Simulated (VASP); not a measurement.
# AlCu3 (Fm-3m) in VASP: a series of runs

The runs below take AlCu3 through single point, with r2SCAN.

Program: VASP 6.6.1. These are calculated values, not measurements. Logs are shortened: lines on timing, memory, paths and dates and some standing lists are left out, and cuts for length are marked.

## (1) The cell of the first run

The structure is cubic, space group Fm-3m (No. 225). Conventional cell: a = 5.839 Å, b = 5.839 Å, c = 5.839 Å, α = 90.00°, β = 90.00°, γ = 90.00°. Within 3.3 Å of Al (site symmetry m-3m) lie 14 Cu at 2.53 to 2.92 Å. Within 3.3 Å of Cu (site symmetry m-3m) lie 8 Cu at 2.53 Å and 6 Al at 2.92 Å. Cu (site symmetry -43m) has 4 Al at 2.53 Å and 10 Cu at 2.53 to 2.92 Å within 3.3 Å.

## (2) Single point, r2SCAN (volume scaled by 1.03)

File POSCAR:

```
AlCu3
1.0
    0.0000000000      2.9192938846      2.9192938846
    2.9192938846      0.0000000000      2.9192938846
    2.9192938846      2.9192938846      0.0000000000
Al Cu
1 3
Direct
    0.0000000000      0.0000000000      0.0000000000
    0.5000000000      0.5000000000      0.5000000000
    0.2500000000      0.2500000000      0.2500000000
    0.7500000000      0.7500000000      0.7500000000
```

File INCAR.step1:

```
  PREC = Accurate
  ENCUT = 520
  ISMEAR = 0
  SIGMA = 0.1
  LREAL = False
  LASPH = True
  NELM = 100
  NBANDS = 26
  GGA = PE
  ALGO = Normal
  EDIFF = 1E-4
  LWAVE = True
  LCHARG = False
```

File INCAR.step2:

```
  PREC = Accurate
  ENCUT = 520
  EDIFF = 1E-6
  ISMEAR = 0
  SIGMA = 0.1
  LREAL = False
  LASPH = True
  NELM = 100
  ALGO = Normal
  ISIF = 2
  LWAVE = False
  LCHARG = False
  METAGGA = R2SCAN
  LMIXTAU = True
  NBANDS = 26
  ISTART = 1
```

File KPOINTS:

```
Automatic mesh
0
Gamma
  12 12 12
```

Potentials or basis: VASP PAW PBE potentials, release 64 (Al, Cu).

Run with:

```sh
$ cat potpaw_PBE.64/Al/POTCAR potpaw_PBE.64/Cu/POTCAR > POTCAR
$ cp INCAR.step1 INCAR
$ mpirun -np 1 vasp_std > vasp.out
$ cp INCAR.step2 INCAR
$ mpirun -np 1 vasp_std > vasp.out
```

OUTCAR:

```text
PREC = Accurate
   ENCUT = 520
   EDIFF = 1E-6
   ISMEAR = 0
   LREAL = False
   LASPH = True
   NELM = 100
   ISIF = 2
   METAGGA = R2SCAN
   ISTART = 1

 ion  position               nearest neighbor table
   1  0.000  0.000  0.000-   4 2.53   4 2.53   4 2.53   3 2.53   4 2.53   3 2.53   3 2.53   3 2.53
                             2 2.92   2 2.92   2 2.92   2 2.92   2 2.92   2 2.92
   2  0.500  0.500  0.500-   3 2.53   3 2.53   3 2.53   3 2.53   4 2.53   4 2.53   4 2.53   4 2.53
                             1 2.92   1 2.92   1 2.92   1 2.92   1 2.92   1 2.92
   3  0.250  0.250  0.250-   1 2.53   1 2.53   1 2.53   1 2.53   2 2.53   2 2.53   2 2.53   2 2.53

   4  0.750  0.750  0.750-   2 2.53   2 2.53   2 2.53   1 2.53   2 2.53   1 2.53   1 2.53   1 2.53

  LATTYP: Found a face centered cubic cell.
 ALAT       =     5.8385877692

  Lattice vectors:

 A1 = (   0.0000000000,   2.9192938846,   2.9192938846)
 A2 = (   2.9192938846,   0.0000000000,   2.9192938846)
 A3 = (   2.9192938846,   2.9192938846,   0.0000000000)

Analysis of symmetry for initial positions (statically):
=====================================================================
 Subroutine PRICEL returns:
 Original cell was already a primitive cell.

 Routine SETGRP: Setting up the symmetry group for a
 face centered cubic supercell.

 Subroutine GETGRP returns: Found 48 space group operations
 (whereof 48 operations were pure point group operations)
 out of a pool of 48 trial point group operations.

The static configuration has the point symmetry O_h .

Analysis of symmetry for dynamics (positions and initial velocities):
=====================================================================
 Subroutine PRICEL returns:
 Original cell was already a primitive cell.

 Routine SETGRP: Setting up the symmetry group for a
 face centered cubic supercell.

 Subroutine GETGRP returns: Found 48 space group operations
 (whereof 48 operations were pure point group operations)
 out of a pool of 48 trial point group operations.

The dynamic configuration has the point symmetry O_h .

 Subroutine INISYM returns: Found 48 space group operations
 (whereof 48 operations are pure point group operations),
 and found     1 'primitive' translations

----------------------------------------------------------------------------------------

                                     Primitive cell

  volume of cell :      49.7581

  direct lattice vectors                    reciprocal lattice vectors
     0.000000000  2.919293885  2.919293885    -0.171274294  0.171274294  0.171274294
     2.919293885  0.000000000  2.919293885     0.171274294 -0.171274294  0.171274294
     2.919293885  2.919293885  0.000000000     0.171274294  0.171274294 -0.171274294

  length of vectors
     4.128505004  4.128505004  4.128505004     0.296655780  0.296655780  0.296655780

  position of ions in fractional coordinates (direct lattice)
     0.000000000  0.000000000  0.000000000
     0.500000000  0.500000000  0.500000000
     0.250000000  0.250000000  0.250000000
     0.750000000  0.750000000  0.750000000

  ion indices of the primitive-cell ions
   primitive index   ion index
                 1           1
                 2           2
                 3           3
                 4           4

----------------------------------------------------------------------------------------

 KPOINTS: Automatic mesh

Automatic generation of k-mesh.
 Grid dimensions read from file:
 generate k-points for:   12   12   12

 Generating k-lattice:

  Cartesian coordinates                     Fractional coordinates (reciprocal lattice)
    -0.014272858  0.014272858  0.014272858     0.083333333  0.000000000  0.000000000
     0.014272858 -0.014272858  0.014272858     0.000000000  0.083333333  0.000000000
     0.014272858  0.014272858 -0.014272858     0.000000000  0.000000000  0.083333333

  Length of vectors
     0.024721315  0.024721315  0.024721315

  Shift w.r.t. Gamma in fractional coordinates (k-lattice)
     0.000000000  0.000000000  0.000000000

 Subroutine IBZKPT returns following result:
 ===========================================

 Found     72 irreducible k-points:

 Following reciprocal coordinates:
            Coordinates               Weight
  0.000000  0.000000  0.000000      1.000000
  0.083333  0.000000  0.000000      8.000000
  0.166667  0.000000  0.000000      8.000000
  0.250000  0.000000  0.000000      8.000000
  0.333333  0.000000  0.000000      8.000000
  0.416667  0.000000  0.000000      8.000000
[... 16 lines left out ...]
  0.500000  0.166667  0.000000     24.000000
 -0.416667  0.166667  0.000000     24.000000
 [... further k-points ...]
   k-points           NKPTS =     72   k-points in BZ     NKDIM =     72   number of bands    NBANDS=     26
   number of dos      NEDOS =    301   number of ions     NIONS =      4
   total plane-waves  NPLWV =  32768
   dimension x,y,z NGX =    32 NGY =   32 NGZ =   32
   dimension x,y,z NGXF=    64 NGYF=   64 NGZF=   64
   ions per type =               1   3
   NGX,Y,Z   is equivalent  to a cutoff of  12.89, 12.89, 12.89 a.u.
   NGXF,Y,Z  is equivalent  to a cutoff of  25.77, 25.77, 25.77 a.u.
 SYSTEM =  unknown system
   PREC   = accura    normal or accurate (medium, high low for compatibility)
   ISTART =      1    job   : 0-new  1-cont  2-samecut
   ICHARG =      0    charge: 1-file 2-atom 10-const
   ISPIN  =      1    spin polarized calculation?
   LNONCOLLINEAR =      F non collinear calculations
   LSORBIT =      F    spin-orbit coupling
   LASPH  =      T    aspherical Exc in radial PAW
   ENCUT  =  520.0 eV  38.22 Ry    6.18 a.u.   7.68  7.68  7.68*2*pi/ulx,y,z
   NELM   =    100;   NELMIN=  2; NELMDL=  0     # of ELM steps
   EDIFF  = 0.1E-05   stopping-criterion for ELM
   LREAL  =      F    real-space projection
   EDIFFG = 0.1E-04   stopping-criterion for IOM
   NSW    =      0    number of steps for IOM
   IBRION =     -1    ionic relax: 0-MD 1-quasi-New 2-CG
   NFREE  =      0    steps in history (QN), initial steepest desc. (CG)
   ISIF   =      2    stress and relaxation
   ISYM   =      2    0-nonsym 1-usesym 2-fastsym
   POTIM  = 0.5000    time-step for ionic-motion
   TEBEG  =    0.0;   TEEND  =   0.0 temperature during run
   PSTRESS=    0.0 pullay stress
   NELECT =      36.0000    total number of electrons
   NUPDOWN=      -1.0000    fix difference up-down
   EMIN   =  10.00;   EMAX   =-10.00  energy-range for DOS
   EFERMI =   0.00;   METHOD = LEGACY
   ISMEAR =     0;   SIGMA  =   0.10  broadening in eV -4-tet -1-fermi 0-gaus
   EFERMI_NEDOS =   21; number of points for ismear=-14 and -15
   IALGO  =     38    algorithm
   IMIX   =      4    mixing-type and parameters
     AMIX     =   0.40;   BMIX     =  1.00
     AMIX_MAG =   1.60;   BMIX_MAG =  1.00
  volume/ion in A,a.u.               =      12.44        83.95
  Fermi-wavevector in a.u.,A,eV,Ry     =   1.469675  2.777282 29.387814  2.159943
  Thomas-Fermi vector in A             =   2.585023
   LORBIT       =      0    0 simple, 1 ext, 2 COOP (PROOUT), +10 PAW based schemes
   METAGGA = R2SCAN    functional components
   LHFCALC =     F    Hartree Fock is set to
   AEXX    =    0.0000 exact exchange contribution
   IVDW    =     0    specifies the selected vdW correction
   LEPSILON=     F    determine dielectric tensor
   LRPA    =     F    only Hartree local field effects (RPA)
 non-spin polarized calculation
 Gauss-broadening in eV      SIGMA  =   0.10
  energy-cutoff  :      520.00
  volume of cell :       49.76
 maximum number of plane-waves:      1363
   NGX = 15   NGY = 15   NGZ = 15

 number of electron      35.9999977 magnetization

 Free energy of the ion-electron system (eV)
  ---------------------------------------------------
  ext. energy  EPLUGINS =         0.00000000
  ---------------------------------------------------
  free energy    TOTEN  =       -39.94036693 eV

  energy without entropy =      -39.93560512  energy(sigma->0) =      -39.93798602

 E-fermi :   8.0904     XC(G=0): -13.1597

 val. band max:        8.0890864783   @ k =  -0.1667   0.1667   0.0000
 cond. band min:       8.1837454133   @ k =  -0.2500   0.3333   0.0833
 fundamental gap:      0.0946589350
 Fermi energy:         8.0904391112

 k-point     1 :       0.0000    0.0000    0.0000
  band No.  band energies     occupation
      1      -2.7224      2.00000
      2       3.3955      2.00000
      3       3.3955      2.00000
      4       3.4722      2.00000
      5       3.4723      2.00000
      6       3.4723      2.00000
[... 18 lines left out ...]
     25      15.2741      0.00000
     26      15.2742      0.00000

 k-point     2 :       0.0833    0.0000    0.0000
  band No.  band energies     occupation
      1      -2.6237      2.00000
      2       3.3618      2.00000
      3       3.3618      2.00000
      4       3.4337      2.00000
      5       3.5476      2.00000
      6       3.5477      2.00000
[... 18 lines left out ...]
     25      14.9178      0.00000
     26      15.2000      0.00000

 k-point     3 :       0.1667    0.0000    0.0000
  band No.  band energies     occupation
      1      -2.3296      2.00000
      2       3.3160      2.00000
      3       3.3476      2.00000
      4       3.3476      2.00000
      5       3.6793      2.00000
      6       3.6793      2.00000
[... 18 lines left out ...]
     25      14.7024      0.00000
     26      15.6453      0.00000

 k-point     4 :       0.2500    0.0000    0.0000
  band No.  band energies     occupation
      1      -1.8470      2.00000
      2       3.0549      2.00000
      3       3.3726      2.00000
      4       3.3727      2.00000
      5       3.8235      2.00000
      6       3.8236      2.00000
[... 18 lines left out ...]
     25      15.4723      0.00000
     26      16.6618      0.00000
[... 496 lines left out ...]
      1      -0.6176      2.00000
      2       2.2819      2.00000
      3       3.2708      2.00000
      4       3.6657      2.00000
      5       3.7600      2.00000
      6       3.9514      2.00000
[... 18 lines left out ...]
     25      18.9355      0.00000
     26      20.1021      0.00000

 k-point    23 :       0.5000    0.1667    0.0000
  band No.  band energies     occupation
      1       0.1859      2.00000
      2       1.5289      2.00000
      3       3.2179      2.00000
      4       3.6683      2.00000
      5       3.7589      2.00000
      6       4.0020      2.00000
[... 18 lines left out ...]
     25      18.9281      0.00000
     26      20.4542      0.00000

 k-point    24 :      -0.4167    0.1667    0.0000
  band No.  band energies     occupation
      1       0.4310      2.00000
      2       1.2928      2.00000
      3       3.2375      2.00000
      4       3.6040      2.00000
      5       3.7447      2.00000
      6       4.0299      2.00000
[... 18 lines left out ...]
     25      17.5388      0.00000
     26      18.9104      0.00000

 [... further k-points ...]
[... 5 lines left out ...]
  --------------------------------------------------------------------------------------
  -------------------------------------------------------------------------------------
  Total       -1.2114836     -1.2114836     -1.2114836      0.0000000      0.0000000     -0.0000000
  in kB      -39.0089873    -39.0089873    -39.0089873      0.0000000      0.0000000     -0.0000000
  external PRESSURE =     -39.0089873 kB  Pullay stress =       0.0000000 kB

 VOLUME and BASIS-vectors are now :
 -----------------------------------------------------------------------------
  energy-cutoff  :      520.00
  volume of cell :       49.76
      direct lattice vectors                 reciprocal lattice vectors
     0.000000000  2.919293885  2.919293885    -0.171274294  0.171274294  0.171274294
     2.919293885  0.000000000  2.919293885     0.171274294 -0.171274294  0.171274294
     2.919293885  2.919293885  0.000000000     0.171274294  0.171274294 -0.171274294

 POSITION                                       TOTAL-FORCE (eV/Angst)
 -----------------------------------------------------------------------------------
      0.00000      0.00000      0.00000         0.000000     -0.000000     -0.000000
      2.91929      2.91929      2.91929         0.000000     -0.000000     -0.000000
      1.45965      1.45965      1.45965        -0.000000     -0.000000     -0.000000
      4.37894      4.37894      4.37894         0.000000      0.000000      0.000000
 -----------------------------------------------------------------------------------
    total drift:                               -0.000000     -0.000000      0.000000

  FREE ENERGIE OF THE ION-ELECTRON SYSTEM (eV)
  ---------------------------------------------------
  free  energy   TOTEN  =       -39.9403669277 eV

  energy  without entropy=      -39.9356051164  energy(sigma->0) =      -39.93798602
```

Run time: 2.1 min. Hardware: 1 thread of Intel Xeon 6975P-C (Granite Rapids), shared host; peak memory 0.23 GiB.

What came out:

* Free energy: -39.9404 eV
* Pressure: -3.9 GPa
* Band gap on the k mesh: zero (band 18 reaches 11.97 eV, above the bottom of band 19 at 5.95 eV)

Levels at points of the mesh, in eV from the Fermi level:
```tsv
k point	band 14	band 15	band 16	band 17	band 18	band 19	band 20	band 21	band 22	band 23
(0.00, 0.00, 0.00)	-2.64	-2.51	-2.51	3.88	3.88	3.88	4.23	4.23	4.23	5.64
(0.50, 0.00, 0.00)	-2.62	-2.45	-2.45	-2.18	2.80	2.80	2.96	2.96	3.91	5.84
(0.50, 0.50, 0.00)	-2.36	-2.36	-2.32	-2.16	-2.16	-2.14	2.08	2.45	11.31	11.31
```

Caveat: the PAW data sets were made with another functional, which shifts forces and pressure a little.

## (3) Single point, r2SCAN (volume scaled by 1.06)

File POSCAR:

```
AlCu3
1.0
    0.0000000000      2.9473657402      2.9473657402
    2.9473657402      0.0000000000      2.9473657402
    2.9473657402      2.9473657402      0.0000000000
Al Cu
1 3
Direct
    0.0000000000      0.0000000000      0.0000000000
    0.5000000000      0.5000000000      0.5000000000
    0.2500000000      0.2500000000      0.2500000000
    0.7500000000      0.7500000000      0.7500000000
```

File INCAR.step1:

```
SYSTEM = AlCu3
PREC = Accurate ; ENCUT = 520
ISMEAR = 0 ; SIGMA = 0.1
LREAL = .False. ; LASPH = .True.
NELM = 80 ; NBANDS = 26
GGA = PE ; ALGO = Normal
EDIFF = 1E-4 ; LWAVE = .True.
LCHARG = .False.
```

File INCAR.step2:

```
SYSTEM = AlCu3
PREC = Accurate ; ENCUT = 520
EDIFF = 1E-6 ; ISMEAR = 0
SIGMA = 0.1 ; LREAL = .False.
LASPH = .True. ; NELM = 80
ALGO = Normal ; ISIF = 2
LWAVE = .False. ; LCHARG = .False.
METAGGA = R2SCAN ; LMIXTAU = .True.
NBANDS = 26 ; ISTART = 1
```

File KPOINTS:

```
Automatic mesh
0
Gamma
  12 12 12
  0 0 0
```

Potentials or basis: VASP PAW PBE potentials, release 64 (Al, Cu).

Run with:

```sh
$ cat potpaw_PBE.64/Al/POTCAR potpaw_PBE.64/Cu/POTCAR > POTCAR
$ cp INCAR.step1 INCAR
$ mpirun -np 1 vasp_std > vasp.out
$ cp INCAR.step2 INCAR
$ mpirun -np 1 vasp_std > vasp.out
```

Wall time 2.2 min (1 thread of Intel Xeon 6975P-C (Granite Rapids), shared host); peak memory 0.23 GiB.

The run converged. Its results:

| Quantity | Value |
| --- | --- |
| Free energy | -39.8897 eV |
| Pressure | -7.4 GPa |
| Band gap on the k mesh | zero (band 18 reaches 11.59 eV, above the bottom of band 19 at 5.67 eV) |

Levels at points of the mesh, in eV from the Fermi level:
```csv
k point,band 16,band 17,band 18,band 19,band 20,band 21
"(0.00, 0.00, 0.00)",-2.45,3.85,3.85,3.85,4.13,4.13
"(0.50, 0.00, 0.00)",-2.40,-2.13,2.79,2.79,2.88,2.88
"(0.50, 0.50, 0.00)",-2.28,-2.10,-2.07,-2.07,2.00,2.33
```

Caveat: the PAW data sets were made with another functional, which shifts forces and pressure a little.

(Continued in part 2 of 2.)
